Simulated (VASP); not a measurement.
A run of VASP 6.6.1:

File INCAR:

```
PREC = Accurate
ENCUT = 520
EDIFF = 1E-6
ISMEAR = 0
SIGMA = 0.1
LREAL = F
LASPH = T
NELM = 80
ALGO = Fast
ISIF = 2
LWAVE = F
LCHARG = T
GGA = PE
LELF = T
LVHAR = T
NBANDS = 18
```

Contents of KPOINTS:

```
regular mesh
0
Gamma
  18 18 12
```

Contents of POSCAR:

```
Ag
1.0
    2.1048553496      2.1048553496      0.0000000000
   -2.1048553496      2.1048553496      0.0000000000
    0.0000000000      0.0000000000      4.1101707417
Ag
2
Direct
    0.0000000000      0.0000000000      0.0000000000
    0.5000000000      0.5000000000      0.5000000000
```

Potentials or basis: VASP PAW PBE potentials, release 64 (Ag).

Launch:

```console
$ cat potpaw_PBE.64/Ag/POTCAR > POTCAR
$ mpirun -np 1 vasp_std > vasp.out
```

Hardware: 1 thread of Intel Xeon 8259CL, on a shared host.

Question: How long does it take, and how much memory?

Answer: Run time: 3 min on 1 thread of Intel Xeon 8259CL (shared host), peak memory 0.31 GiB. Counts: scf iterations 12, k points 385.
